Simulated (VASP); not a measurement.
Write the native input for VASP 6.6.1 that does the following.

| Item | Value |
| --- | --- |
| Task | single point |
| Functional | LDA |
| Potentials or basis | VASP PAW LDA potentials, release 64 (In_d, Sb) |
| Cutoff | 500 eV |
| k mesh | 10 × 10 × 10 |
| Occupations | gaussian, width 0.1 eV |
| Spin | no spin polarisation |
| Dipole correction | no |
| Further INCAR settings | ALGO = Normal; EDIFF = 1e-06; NBANDS = 22 |

The structure of InSb3 lies in POSCAR:

```
InSb3
1.0
    5.0180874663      0.0000000000      0.0000000000
    0.0000000000      5.0180874663      0.0000000000
    0.0000000000      0.0000000000      5.0180874663
In Sb
1 3
Direct
    0.0000000000      0.0000000000      0.0000000000
    0.5000000000      0.0000000000      0.5000000000
    0.0000000000      0.5000000000      0.5000000000
    0.5000000000      0.5000000000      0.0000000000
```

This cell differs from its parent crystal: strained.

The input as run:

INCAR

```
ALGO = Normal
EDIFF = 1E-6
ENCUT = 500
GGA = CA
GGA_COMPAT = F
ISIF = 2
ISMEAR = 0
LASPH = T
LCHARG = F
LREAL = F
LWAVE = F
NBANDS = 22
NELM = 120
PREC = Accurate
SIGMA = 0.1
```

KPOINTS

```
k-points
0
Gamma
  10 10 10
```

Potentials or basis: VASP PAW LDA potentials, release 64 (In_d, Sb).

The run is started by

```bash
$ cat potpaw_LDA.64/In_d/POTCAR potpaw_LDA.64/Sb/POTCAR > POTCAR
$ mpirun -np 1 vasp_std > vasp.out
```

Results of the run:

```json
{"Pressure": "-7.9 GPa", "Band gap on the k mesh": "zero (bands 14 and 15 overlap by 3.77 eV)"}
```

Caveat: the cell differs from its parent crystal (strained); the cell stands under tension; spin-orbit coupling is left out, which moves the levels of the heavy elements.

It took 110 s on 1 thread of Intel Xeon 8259CL, with other jobs on the host, peak memory 0.25 GiB.
